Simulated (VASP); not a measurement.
Runs of VASP 6.6.1 on GaOs3. The structure is that of space group Pm-3m (No. 221), or close to it. The cells are those of the table. 

| task | cell | k mesh | cutoff (eV) | gap on the mesh (eV) | pressure (GPa) | relaxed volume (Å³/atom) |
| --- | --- | --- | --- | --- | --- | --- |
| relaxation of cell and atoms | relaxed from a = 3.831 Å, 4 atoms | 4 × 4 × 4 | 600 | none | 0.0 | 14.58 |
| single point | a = 3.877 Å, 4 atoms | 4 × 4 × 4 | 520 | none | 0.3 | - |
| single point | a = 3.873 Å, 4 atoms | 12 × 12 × 12 | 520 | none | 0.3 | - |
| relaxation of cell and atoms | relaxed from a = 3.877 Å, 4 atoms | 12 × 12 × 12 | 600 | none | 0.0 | (a) |

Alike in all rows: level PBE; potentials or basis VASP PAW PBE potentials, release 64 (Ga_d, Os); no spin polarisation; smearing gaussian 0.1 eV.

Problem. Estimate the missing entries.

Solution. (a) 14.54.

Caveats: some runs use coarse meshes; spin-orbit coupling is left out, which moves the levels of the heavy elements.

A k mesh can miss the band edges, and the runs leave out spin-orbit coupling on Ga, Os.

A gap of «none» marks levels without a gap at the run's occupations.
